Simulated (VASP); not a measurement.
Input of a VASP 6.6.1 run:

File INCAR:

```
PREC = Accurate ; ENCUT = 520
EDIFF = 1E-7 ; ISMEAR = 0
SIGMA = 0.05 ; LREAL = False
LASPH = True ; NELM = 150
ALGO = Normal ; ISIF = 2
LWAVE = False ; LCHARG = False
ISPIN = 2 ; MAGMOM = 0.5 0
LORBIT = 11 ; LMAXMIX = 4
LDAU = True ; LDAUTYPE = 2
LDAUL = 2 -1 ; LDAUU = 3.9 0
LDAUJ = 0 0 ; LDAUPRINT = 1
GGA = PE ; NBANDS = 20
```

File KPOINTS:

```
regular mesh
0
Gamma
  12 12 12
```

Contents of POSCAR:

```
MnO
1.0
    0.0000000000      2.2220003343      2.2220003343
    2.2220003343      0.0000000000      2.2220003343
    2.2220003343      2.2220003343      0.0000000000
Mn O
1 1
Direct
    0.0000000000      0.0000000000      0.0000000000
    0.5000000000      0.5000000000      0.5000000000
```

Potentials or basis: VASP PAW PBE potentials, release 64 (Mn_pv, O).

Command:

```console
$ cat potpaw_PBE.64/Mn_pv/POTCAR potpaw_PBE.64/O/POTCAR > POTCAR
$ mpirun -np 1 vasp_std > vasp.out
```

Problem. Estimate the net moment.

Solution. 5.00 μB per cell.

Problem. What does it give for the band gap on the k mesh?

Solution. 0.21 eV, indirect (least direct gap 2.70 eV).

Problem. What does it give for the pressure?

Solution. 7.9 GPa.

Problem. What does it give for the site moments?

Solution. Mn +4.62; O +0.16 μB.

Eigenvalues of the final occupation matrices:
| site | spin | trace | eigenvalues |
| --- | --- | --- | --- |
| site 1 d | 1 | 4.78 | 0.94 0.94 0.94 0.98 0.98 |
| site 1 d | 2 | 0.20 | 0.02 0.02 0.02 0.07 0.07 |

Caveat: a cell with one magnetic atom can't hold antiferromagnetic order, which such compounds often take. The state reached can hang on the start; a lower one may exist.
